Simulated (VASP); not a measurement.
# Zr3Si2 (P4/mbm) in VASP: a series of runs

Zr3Si2 is run at these levels: PBEsol; tasks: single point.

Everything below comes from runs of VASP 6.6.1. Logs are shortened: lines on timing, memory, paths and dates and some standing lists are left out, and cuts for length are marked.

**1. The cell of the first run**

Symmetry: P4/mbm, No. 127, tetragonal system. Conventional cell: a = 6.500 Å, b = 6.500 Å, c = 3.353 Å, α = 90.00°, β = 90.00°, γ = 90.00°. Zr (site symmetry m2m) has 6 Si at 2.51 to 2.58 Å and 5 Zr at 2.93 to 3.21 Å within 3.3 Å. Within 3.4 Å of Zr (site symmetry 4/m) lie 4 Si at 2.58 Å and 10 Zr at 2.93 to 3.35 Å. Si (site symmetry m2m) has 1 Si at 2.25 Å and 8 Zr at 2.51 to 2.58 Å within 3.0 Å.

**2. Single point, PBEsol (strain -0.080 along x and y, -0.080 along z)**

The input, INCAR:

```
SYSTEM = Zr3Si2
  ALGO = Fast
  EDIFF = 1E-6
  ENCUT = 520
  GGA = PS
  ISIF = 2
  ISMEAR = 0
  LASPH = .TRUE.
  LCHARG = .FALSE.
  LREAL = .FALSE.
  LWAVE = .FALSE.
  NBANDS = 55
  NELM = 100
  PREC = Accurate
  SIGMA = 0.15
```

The input, KPOINTS:

```
k-points
0
G
  6 6 12
  0 0 0
```

The input, POSCAR:

```
Zr3Si2
1.0
    6.5003316009      0.0000000000      0.0000000000
    0.0000000000      6.5003316009      0.0000000000
    0.0000000000      0.0000000000      3.3529314712
Zr Si
6 4
Direct
    0.1744786434      0.6744786434      0.5000000000
    0.8255213566      0.3255213566      0.5000000000
    0.3255213566      0.1744786434      0.5000000000
    0.6744786434      0.8255213566      0.5000000000
    0.0000000000      0.0000000000      0.0000000000
    0.5000000000      0.5000000000      0.0000000000
    0.6223900186      0.1223900186      0.0000000000
    0.3776099814      0.8776099814      0.0000000000
    0.8776099814      0.6223900186      0.0000000000
    0.1223900186      0.3776099814      0.0000000000
```

Potentials or basis: VASP PAW PBE potentials, release 64 (Zr_sv, Si).

Started as:

```sh
> cat potpaw_PBE.64/Zr_sv/POTCAR potpaw_PBE.64/Si/POTCAR > POTCAR
> mpirun -np 1 vasp_std > vasp.out
```

OUTCAR:

```text
SYSTEM = Zr3Si2
   EDIFF = 1E-6
   ENCUT = 520
   GGA = PS
   ISIF = 2
   ISMEAR = 0
   LASPH = .TRUE.
   LREAL = .FALSE.
   NELM = 100
   PREC = Accurate

 ion  position               nearest neighbor table
   1  0.174  0.674  0.500-   8 2.51   8 2.51  10 2.58   9 2.58   9 2.58  10 2.58   6 2.93   6 2.93
                             5 2.93   5 2.93   2 3.21   3 3.40   4 3.40   3 3.40   4 3.40
   2  0.826  0.326  0.500-   7 2.51   7 2.51  10 2.58   9 2.58   9 2.58  10 2.58   6 2.93   6 2.93
                             5 2.93   5 2.93   1 3.21   3 3.40   4 3.40   4 3.40   3 3.40
   3  0.326  0.174  0.500-  10 2.51  10 2.51   7 2.58   7 2.58   8 2.58   8 2.58   6 2.93   6 2.93
                             5 2.93   5 2.93   4 3.21   2 3.40   1 3.40   1 3.40   2 3.40
   4  0.674  0.826  0.500-   9 2.51   9 2.51   7 2.58   7 2.58   8 2.58   8 2.58   6 2.93   6 2.93
                             5 2.93   5 2.93   3 3.21   2 3.40   1 3.40   2 3.40   1 3.40
   5  0.000  0.000  0.000-   7 2.58   8 2.58   9 2.58  10 2.58   1 2.93   2 2.93   3 2.93   4 2.93
                             1 2.93   2 2.93   3 2.93   4 2.93
   6  0.500  0.500  0.000-   7 2.58   8 2.58   9 2.58  10 2.58   1 2.93   2 2.93   3 2.93   4 2.93
                             1 2.93   2 2.93   3 2.93   4 2.93
   7  0.622  0.122  0.000-   8 2.25   2 2.51   2 2.51   3 2.58   4 2.58   3 2.58   4 2.58   5 2.58
                             6 2.58
   8  0.378  0.878  0.000-   7 2.25   1 2.51   1 2.51   3 2.58   4 2.58   3 2.58   4 2.58   5 2.58
                             6 2.58
   9  0.878  0.622  0.000-  10 2.25   4 2.51   4 2.51   2 2.58   1 2.58   2 2.58   1 2.58   5 2.58
                             6 2.58
  10  0.122  0.378  0.000-   9 2.25   3 2.51   3 2.51   2 2.58   1 2.58   2 2.58   1 2.58   5 2.58
                             6 2.58

  LATTYP: Found a simple tetragonal cell.
 ALAT       =     6.5003316009
 C/A-ratio  =     0.5158092967

  Lattice vectors:

 A1 = (   6.5003316009,   0.0000000000,   0.0000000000)
 A2 = (   0.0000000000,   6.5003316009,   0.0000000000)
 A3 = (   0.0000000000,   0.0000000000,   3.3529314712)

Analysis of symmetry for initial positions (statically):
=====================================================================
 Subroutine PRICEL returns:
 Original cell was already a primitive cell.

 Routine SETGRP: Setting up the symmetry group for a
 simple tetragonal supercell.

 Subroutine GETGRP returns: Found 16 space group operations
 (whereof  8 operations were pure point group operations)
 out of a pool of 16 trial point group operations.

The static configuration has the point symmetry C_4h.
 The point group associated with its full space group is D_4h.

Analysis of symmetry for dynamics (positions and initial velocities):
=====================================================================
 Subroutine PRICEL returns:
 Original cell was already a primitive cell.

 Routine SETGRP: Setting up the symmetry group for a
 simple tetragonal supercell.

 Subroutine GETGRP returns: Found 16 space group operations
 (whereof  8 operations were pure point group operations)
 out of a pool of 16 trial point group operations.

The dynamic configuration has the point symmetry C_4h.
 The point group associated with its full space group is D_4h.

 Subroutine INISYM returns: Found 16 space group operations
 (whereof  8 operations are pure point group operations),
 and found     1 'primitive' translations

----------------------------------------------------------------------------------------

                                     Primitive cell

  volume of cell :     141.6758

  direct lattice vectors                    reciprocal lattice vectors
     6.500331601  0.000000000  0.000000000     0.153838306  0.000000000  0.000000000
     0.000000000  6.500331601  0.000000000     0.000000000  0.153838306  0.000000000
     0.000000000  0.000000000  3.352931471     0.000000000  0.000000000  0.298246477

  length of vectors
     6.500331601  6.500331601  3.352931471     0.153838306  0.153838306  0.298246477

  position of ions in fractional coordinates (direct lattice)
     0.174478643  0.674478643  0.500000000
     0.825521357  0.325521357  0.500000000
     0.325521357  0.174478643  0.500000000
     0.674478643  0.825521357  0.500000000
     0.000000000  0.000000000  0.000000000
     0.500000000  0.500000000  0.000000000
     0.622390019  0.122390019  0.000000000
     0.377609981  0.877609981  0.000000000
     0.877609981  0.622390019  0.000000000
     0.122390019  0.377609981  0.000000000

  ion indices of the primitive-cell ions
   primitive index   ion index
                 1           1
                 2           2
                 3           3
                 4           4
                 5           5
                 6           6
                 7           7
                 8           8
                 9           9
                10          10

----------------------------------------------------------------------------------------

 KPOINTS: k-points

Automatic generation of k-mesh.
 Grid dimensions read from file:
 generate k-points for:    6    6   12

 Generating k-lattice:

  Cartesian coordinates                     Fractional coordinates (reciprocal lattice)
     0.025639718  0.000000000  0.000000000     0.166666667  0.000000000  0.000000000
     0.000000000  0.025639718  0.000000000     0.000000000  0.166666667  0.000000000
     0.000000000  0.000000000  0.024853873     0.000000000  0.000000000  0.083333333

  Length of vectors
     0.025639718  0.025639718  0.024853873

  Shift w.r.t. Gamma in fractional coordinates (k-lattice)
     0.000000000  0.000000000  0.000000000

 Subroutine IBZKPT returns following result:
 ===========================================

 Found     70 irreducible k-points:

 Following reciprocal coordinates:
            Coordinates               Weight
  0.000000  0.000000  0.000000      1.000000
  0.166667  0.000000  0.000000      4.000000
  0.333333  0.000000  0.000000      4.000000
  0.500000  0.000000  0.000000      2.000000
  0.166667  0.166667  0.000000      4.000000
  0.333333  0.166667  0.000000      8.000000
[... 16 lines left out ...]
  0.333333  0.000000  0.166667      8.000000
  0.500000  0.000000  0.166667      4.000000
 [... further k-points ...]
   k-points           NKPTS =     70   k-points in BZ     NKDIM =     70   number of bands    NBANDS=     55
   number of dos      NEDOS =    301   number of ions     NIONS =     10
   total plane-waves  NPLWV =  64512
   dimension x,y,z NGX =    48 NGY =   48 NGZ =   28
   dimension x,y,z NGXF=    96 NGYF=   96 NGZF=   56
   ions per type =               6   4
   NGX,Y,Z   is equivalent  to a cutoff of  12.28, 12.28, 13.88 a.u.
   NGXF,Y,Z  is equivalent  to a cutoff of  24.55, 24.55, 27.77 a.u.
 SYSTEM =  Zr3Si2
   PREC   = accura    normal or accurate (medium, high low for compatibility)
   ISTART =      0    job   : 0-new  1-cont  2-samecut
   ICHARG =      2    charge: 1-file 2-atom 10-const
   ISPIN  =      1    spin polarized calculation?
   LNONCOLLINEAR =      F non collinear calculations
   LSORBIT =      F    spin-orbit coupling
   LASPH  =      T    aspherical Exc in radial PAW
   ENCUT  =  520.0 eV  38.22 Ry    6.18 a.u.  12.09 12.09  6.23*2*pi/ulx,y,z
   NELM   =    100;   NELMIN=  2; NELMDL= -5     # of ELM steps
   EDIFF  = 0.1E-05   stopping-criterion for ELM
   LREAL  =      F    real-space projection
   EDIFFG = 0.1E-04   stopping-criterion for IOM
   NSW    =      0    number of steps for IOM
   IBRION =     -1    ionic relax: 0-MD 1-quasi-New 2-CG
   NFREE  =      0    steps in history (QN), initial steepest desc. (CG)
   ISIF   =      2    stress and relaxation
   ISYM   =      2    0-nonsym 1-usesym 2-fastsym
   POTIM  = 0.5000    time-step for ionic-motion
   TEBEG  =    0.0;   TEEND  =   0.0 temperature during run
   PSTRESS=    0.0 pullay stress
   NELECT =      88.0000    total number of electrons
   NUPDOWN=      -1.0000    fix difference up-down
   EMIN   =  10.00;   EMAX   =-10.00  energy-range for DOS
   EFERMI =   0.00;   METHOD = LEGACY
   ISMEAR =     0;   SIGMA  =   0.15  broadening in eV -4-tet -1-fermi 0-gaus
   EFERMI_NEDOS =   21; number of points for ismear=-14 and -15
   IALGO  =     68    algorithm
   IMIX   =      4    mixing-type and parameters
     AMIX     =   0.40;   BMIX     =  1.00
     AMIX_MAG =   1.60;   BMIX_MAG =  1.00
  volume/ion in A,a.u.               =      14.17        95.61
  Fermi-wavevector in a.u.,A,eV,Ry     =   1.396809  2.639587 26.546008  1.951077
  Thomas-Fermi vector in A             =   2.520127
   LORBIT       =      0    0 simple, 1 ext, 2 COOP (PROOUT), +10 PAW based schemes
   GGA     = PS    functional components
   LHFCALC =     F    Hartree Fock is set to
   AEXX    =    0.0000 exact exchange contribution
   IVDW    =     0    specifies the selected vdW correction
   LEPSILON=     F    determine dielectric tensor
   LRPA    =     F    only Hartree local field effects (RPA)
 non-spin polarized calculation
 RMM-DIIS sequential band-by-band and
 Gauss-broadening in eV      SIGMA  =   0.15
  energy-cutoff  :      520.00
  volume of cell :      141.68
 maximum number of plane-waves:      3845
   NGX = 25   NGY = 25   NGZ = 13

 number of electron      88.0000000 magnetization

 Free energy of the ion-electron system (eV)
  ---------------------------------------------------
  ext. energy  EPLUGINS =         0.00000000
  ---------------------------------------------------
  free energy    TOTEN  =       -81.06997281 eV

  energy without entropy =      -81.00265594  energy(sigma->0) =      -81.03631437

 E-fermi :  12.7814     XC(G=0): -12.7602

 val. band max:       12.7772129813   @ k =   0.1667   0.0000   0.5000
 cond. band min:      12.7889930428   @ k =   0.3333   0.3333   0.5000
 fundamental gap:      0.0117800615
 Fermi energy:        12.7813717428

 k-point     1 :       0.0000    0.0000    0.0000
  band No.  band energies     occupation
      1     -34.7175      2.00000
      2     -34.5127      2.00000
      3     -34.4587      2.00000
      4     -34.4587      2.00000
      5     -34.4573      2.00000
      6     -34.3078      2.00000
[... 1381 lines left out ...]
     54      16.6968      0.00000
     55      16.7276      0.00000

 [... further k-points ...]

------------------------ aborting loop because EDIFF is reached ----------------------------------------

  FORCE on cell =-STRESS in cart. coord.  units (eV):
  Direction    XX          YY          ZZ          XY          YZ          ZX
  --------------------------------------------------------------------------------------
  -------------------------------------------------------------------------------------
  Total       53.5891340     53.5891340     47.4791842      0.0000000      0.0000000      0.0000000
  in kB      606.0265068    606.0265068    536.9305687      0.0000000      0.0000000      0.0000000
  external PRESSURE =     582.9945275 kB  Pullay stress =       0.0000000 kB

 VOLUME and BASIS-vectors are now :
 -----------------------------------------------------------------------------
  energy-cutoff  :      520.00
  volume of cell :      141.68
      direct lattice vectors                 reciprocal lattice vectors
     6.500331601  0.000000000  0.000000000     0.153838306  0.000000000  0.000000000
     0.000000000  6.500331601  0.000000000     0.000000000  0.153838306  0.000000000
     0.000000000  0.000000000  3.352931471     0.000000000  0.000000000  0.298246477

 POSITION                                       TOTAL-FORCE (eV/Angst)
 -----------------------------------------------------------------------------------
      1.13417      4.38433      1.67647         0.273922      0.273922     -0.000000
      5.36616      2.11600      1.67647        -0.273922     -0.273922      0.000000
      2.11600      1.13417      1.67647        -0.273922      0.273922      0.000000
      4.38433      5.36616      1.67647         0.273922     -0.273922     -0.000000
      0.00000      0.00000      0.00000         0.000000     -0.000000      0.000000
      3.25017      3.25017      0.00000         0.000000     -0.000000      0.000000
      4.04574      0.79558      0.00000        -0.045149     -0.045149      0.000000
      2.45459      5.70476      0.00000         0.045149      0.045149      0.000000
      5.70476      4.04574      0.00000         0.045149     -0.045149      0.000000
      0.79558      2.45459      0.00000        -0.045149      0.045149     -0.000000
 -----------------------------------------------------------------------------------
    total drift:                                0.000000     -0.000000      0.000000

  FREE ENERGIE OF THE ION-ELECTRON SYSTEM (eV)
  ---------------------------------------------------
  free  energy   TOTEN  =       -81.0699728108 eV

  energy  without entropy=      -81.0026559375  energy(sigma->0) =      -81.03631437
```

Wall time 6.3 min (1 thread of Intel Xeon 6975P-C (Granite Rapids), shared host); peak memory 0.5 GiB.

What came out:

```
Free energy            : -81.0700 eV
Pressure               : 58.3 GPa
Largest force          : 0.387 eV/Å
Band gap on the k mesh : zero (band 44 reaches 13.40 eV, above the bottom of band 45 at 12.12 eV)
```

Forces on the atoms (eV/Å):
```
Zr   0.274  0.274  0.000
Zr  -0.274 -0.274  0.000
Zr  -0.274  0.274  0.000
Zr   0.274 -0.274  0.000
Zr   0.000  0.000  0.000
Zr   0.000  0.000  0.000
Si  -0.045 -0.045  0.000
Si   0.045  0.045  0.000
Si   0.045 -0.045  0.000
Si  -0.045  0.045  0.000
```

Caveat: the cell differs from its parent crystal (strain -0.080 along x and y, -0.080 along z); the PAW data sets were made with another functional, which shifts forces and pressure a little.

**3. Single point, PBEsol (strain -0.080 along x and y, +0.000 along z)**

The input, INCAR:

```
ALGO     = Fast           # electronic algorithm
EDIFF    = 1E-6           # SCF threshold, eV
ENCUT    = 520            # plane-wave cutoff, eV
GGA      = PS             # functional
ISIF     = 2              # what is computed and relaxed
ISMEAR   = 0              # smearing method
LASPH    = True           # aspherical terms in the spheres
LCHARG   = True           # write CHGCAR
LELF     = True           # ELF
LREAL    = False          # projectors in reciprocal space
LVHAR    = True         
LWAVE    = False          # write WAVECAR
NBANDS   = 55             # bands
NELM     = 80             # most SCF steps
PREC     = Accurate       # precision mode
SIGMA    = 0.15           # smearing width, eV
```

The input, KPOINTS:

```
k-points
0
Gamma
  6 6 12
```

POSCAR, as its differences from that of step 2:

```diff
@@ -4,3 +4,3 @@
     0.0000000000      6.5003316009      0.0000000000
-    0.0000000000      0.0000000000      3.3529314712
+    0.0000000000      0.0000000000      3.6444907296
 Zr Si
```

Potentials or basis: VASP PAW PBE potentials, release 64 (Zr_sv, Si).

Started as:

```sh
> cat potpaw_PBE.64/Zr_sv/POTCAR potpaw_PBE.64/Si/POTCAR > POTCAR
> mpirun -np 1 vasp_std > vasp.out
```

It took 6.8 min on 1 thread of Intel Xeon 6975P-C (Granite Rapids), shared host; peak memory 0.52 GiB.

It converged, with:

| Item | Value |
| --- | --- |
| Free energy | -83.9333 eV |
| Pressure | 35.2 GPa |
| Largest force | 0.241 eV/Å |
| Band gap on the k mesh | zero (band 44 reaches 12.27 eV, above the bottom of band 45 at 11.02 eV) |

Forces in eV/Å, atoms in the order of the input:
```
Zr   0.170  0.170  0.000
Zr  -0.170 -0.170  0.000
Zr  -0.170  0.170  0.000
Zr   0.170 -0.170  0.000
Zr   0.000  0.000  0.000
Zr   0.000  0.000  0.000
Si   0.046  0.046  0.000
Si  -0.046 -0.046  0.000
Si  -0.046  0.046  0.000
Si   0.046 -0.046  0.000
```

Stress tensor (GPa, compression positive):
```
41.69  0.00  0.00
 0.00 41.69  0.00
 0.00  0.00 22.31
```

Levels at points of the mesh, in eV from the Fermi level:
| k point | band 42 | band 43 | band 44 | band 45 | band 46 | band 47 |
| --- | --- | --- | --- | --- | --- | --- |
| (0.00, 0.00, 0.00) | -0.52 | -0.47 | -0.36 | 0.84 | 1.15 | 1.16 |
| (0.50, 0.00, 0.00) | -0.68 | -0.04 | -0.04 | 1.08 | 1.08 | 1.61 |
| (0.50, 0.50, 0.00) | -0.53 | -0.42 | -0.42 | -0.09 | -0.09 | 1.31 |
| (0.00, 0.00, 0.50) | -0.25 | 0.41 | 0.49 | 0.65 | 0.65 | 0.85 |
| (0.50, 0.00, 0.50) | -0.79 | -0.46 | -0.46 | 0.51 | 0.51 | 2.15 |
| (0.50, 0.50, 0.50) | -0.61 | -0.60 | -0.60 | -0.59 | -0.59 | 2.51 |

Caveat: the cell differs from its parent crystal (strain -0.080 along x and y, +0.000 along z); the PAW data sets were made with another functional, which shifts forces and pressure a little.
